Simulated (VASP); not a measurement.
A run of VASP 6.6.1 is set up as follows.

Contents of INCAR:

```
PREC     = Accurate       # precision mode
ENCUT    = 520            # plane-wave cutoff, eV
EDIFF    = 1E-6           # SCF threshold, eV
ISMEAR   = 0              # smearing method
SIGMA    = 0.1            # smearing width, eV
LREAL    = False          # projectors in reciprocal space
LASPH    = True           # aspherical terms in the spheres
NELM     = 80             # most SCF steps
ALGO     = Normal         # electronic algorithm
ISIF     = 2              # what is computed and relaxed
LWAVE    = False          # write WAVECAR
LCHARG   = False          # write CHGCAR
LDIPOL   = True         
IDIPOL   = 3            
DIPOL    = 0.5 0.5 0.284
GGA      = PE             # functional
NBANDS   = 17             # bands
```

KPOINTS

```
regular mesh
0
Gamma
  10 10 1
```

Contents of POSCAR:

```
BeBr
1.0
    4.6072260242      0.0000000000      0.0000000000
    0.0000000000      4.6072260242      0.0000000000
    0.0000000000      0.0000000000     26.9815014400
Be Br
2 2
Direct
    0.5000000000      0.0000000000      0.2839559132
    0.0000000000      0.5000000000      0.2839559132
    0.0000000000      0.0000000000      0.2513071767
    0.5000000000      0.5000000000      0.3166046497
```

Potentials or basis: VASP PAW PBE potentials, release 64 (Be, Br).

Run with:

```sh
$ cat potpaw_PBE.64/Be/POTCAR potpaw_PBE.64/Br/POTCAR > POTCAR
$ mpirun -np 1 vasp_std > vasp.out
```

Question: Predict the largest force.

Answer: 0.003 eV/Å.

Question: What does it give for the band gap on the k mesh?

Answer: Zero (bands 9 and 10 overlap by 2.64 eV).

Forces on the atoms (eV/Å):
```
Be   0.000  0.000  0.000
Be   0.000  0.000  0.000
Br   0.000  0.000 -0.003
Br   0.000  0.000  0.003
```
